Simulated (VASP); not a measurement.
# C (Fmmm) in VASP: notebook, part 3 of 3

VASP 6.6.1.

**5. Electric field gradients, PBE (8.40 Å³/atom)**

This run uses another cell than the first one, of 8.40 Å³/atom.

Input file INCAR:

```
SYSTEM = C
  PREC = Accurate
  ENCUT = 520
  EDIFF = 1E-8
  ISMEAR = -1
  SIGMA = 0.05
  LREAL = .False.
  LASPH = .True.
  NELM = 60
  ALGO = Normal
  ISIF = 2
  LWAVE = .False.
  LCHARG = .False.
  GGA = PE
  LEFG = .True.
  NBANDS = 11
```

Input file KPOINTS:

```
Automatic mesh
0
Gamma
  18 18 18
  0 0 0
```

Input file POSCAR:

```
C
1.0
    0.0000000000      2.0982532328      3.3027512099
    1.2114033709      0.0000000000      3.3027512099
    1.2114033709      2.0982532328      0.0000000000
C
2
Direct
    0.1666700000      0.8333300000      0.1666700000
    0.8333300000      0.1666700000      0.8333300000
```

Potentials or basis: VASP PAW PBE potentials, release 64 (C).

Launch:

```bash
$ cat potpaw_PBE.64/C/POTCAR > POTCAR
$ mpirun -np 1 vasp_std > vasp.out
```

OUTCAR:

```text
SYSTEM = C
   PREC = Accurate
   ENCUT = 520
   EDIFF = 1E-8
   ISMEAR = -1
   LREAL = .False.
   LASPH = .True.
   NELM = 60
   ISIF = 2
   GGA = PE

 ion  position               nearest neighbor table
   1  0.167  0.833  0.167-   2 1.40   2 1.40   2 1.40
   2  0.833  0.167  0.833-   1 1.40   1 1.40   1 1.40

  LATTYP: Found a face centered orthorhombic cell.
 ALAT       =     2.4228067418
 B/A-ratio  =     1.7320846905
 C/A-ratio  =     2.7263843648

  Lattice vectors:

 A1 = (   0.0000000000,   2.0982532328,   3.3027512099)
 A2 = (   1.2114033709,   0.0000000000,   3.3027512099)
 A3 = (   1.2114033709,   2.0982532328,   0.0000000000)

Analysis of symmetry for initial positions (statically):
=====================================================================
 Subroutine PRICEL returns:
 Original cell was already a primitive cell.

 Routine SETGRP: Setting up the symmetry group for a
 face centered orthorhombic supercell.

 Subroutine GETGRP returns: Found  8 space group operations
 (whereof  8 operations were pure point group operations)
 out of a pool of  8 trial point group operations.

The static configuration has the point symmetry D_2h.

Analysis of symmetry for dynamics (positions and initial velocities):
=====================================================================
 Subroutine PRICEL returns:
 Original cell was already a primitive cell.

 Routine SETGRP: Setting up the symmetry group for a
 face centered orthorhombic supercell.

 Subroutine GETGRP returns: Found  8 space group operations
 (whereof  8 operations were pure point group operations)
[... 482 lines left out ...]
      2      -3.0498      2.00000
      3      -0.2415      2.00000
      4       0.2535      2.00000
      5      11.5128      0.00000
      6      12.0153      0.00000
      7      13.6579      0.00000
      8      20.1709      0.00000
      9      22.2300      0.00000
     10      23.9370      0.00000
     11      28.9393      0.00000

 [... further k-points ...]

------------------------ aborting loop because EDIFF is reached ----------------------------------------

  FORCE on cell =-STRESS in cart. coord.  units (eV):
  Direction    XX          YY          ZZ          XY          YZ          ZX
  --------------------------------------------------------------------------------------
  -------------------------------------------------------------------------------------
  Total        2.5954783      2.5350209      0.4745982      0.0000000      0.0000000      0.0000000
  in kB      247.6711644    241.9020693     45.2881020      0.0000000      0.0000000      0.0000000
  external PRESSURE =     178.2871119 kB  Pullay stress =       0.0000000 kB

 VOLUME and BASIS-vectors are now :
 -----------------------------------------------------------------------------
  energy-cutoff  :      520.00
  volume of cell :       16.79
      direct lattice vectors                 reciprocal lattice vectors
     0.000000000  2.098253233  3.302751210    -0.412744435  0.238293449  0.151388939
     1.211403371  0.000000000  3.302751210     0.412744435 -0.238293449  0.151388939
     1.211403371  2.098253233  0.000000000     0.412744435  0.238293449 -0.151388939

 POSITION                                       TOTAL-FORCE (eV/Angst)
 -----------------------------------------------------------------------------------
      1.21140      0.69943      3.30275         0.000000      0.003532      0.000000
      1.21140      3.49707      3.30275         0.000000     -0.003532      0.000000
 -----------------------------------------------------------------------------------
    total drift:                               -0.000000     -0.000000     -0.000000

  FREE ENERGIE OF THE ION-ELECTRON SYSTEM (eV)
  ---------------------------------------------------
  free  energy   TOTEN  =       -18.3659426334 eV

  energy  without entropy=      -18.3657419675  energy(sigma->0) =      -18.36584230

 Electric field gradients (V/A^2)
---------------------------------------------------------------------
 ion       V_xx      V_yy      V_zz      V_xy      V_xz      V_yz
---------------------------------------------------------------------
   1     -16.694   -16.649    33.343     0.000     0.000     0.000
   2     -16.694   -16.649    33.343     0.000     0.000     0.000
---------------------------------------------------------------------

 Electric field gradients after diagonalization (V/A^2)
 (convention: |V_zz| > |V_xx| > |V_yy|)
----------------------------------------------------------------------
 ion       V_xx      V_yy      V_zz     asymmetry (V_yy - V_xx)/ V_zz
----------------------------------------------------------------------
   1     -16.694   -16.649    33.343       0.001
   2     -16.694   -16.649    33.343       0.001
----------------------------------------------------------------------

           NMR quadrupolar parameters

 Cq : quadrupolar parameter    Cq=e*Q*V_zz/h
 eta: asymmetry parameters     (V_yy - V_xx)/ V_zz
 Q  : nuclear electric quadrupole moment in mb (millibarn)
----------------------------------------------------------------------
 ion       Cq(MHz)       eta       Q (mb)
----------------------------------------------------------------------
   1       0.081       0.001       1.000
   2       0.081       0.001       1.000
----------------------------------------------------------------------
```

Run time: 2.1 min. Hardware: 1 thread of AMD EPYC 9R45 (Zen 5), shared host; peak memory 0.21 GiB.

Results:

```
Free energy                             : -18.3659 eV
Pressure                                : 17.8 GPa
Largest force                           : 0.004 eV/Å
Largest electric field gradient by atom : C +33.3 V/Å²
```

Forces in eV/Å, atoms in the order of the input:
```
C    0.000  0.004  0.000
C    0.000 -0.004  0.000
```

Stress tensor (GPa, compression positive):
```
24.77  0.00  0.00
 0.00 24.19  0.00
 0.00  0.00  4.53
```

Electric field gradients, principal values (V/Å²):
```csv
atom,least,middle,greatest (by size)
1 C,-16.649,-16.694,33.343
2 C,-16.649,-16.694,33.343
```

Caveat: the cell stands under pressure; this functional lacks dispersion, which binds the layers, so the pressure and a relaxed spacing across them are unreliable; without QUAD_EFG the Cq values of the log hold for a quadrupole moment of 1 mb, not for the nuclei.
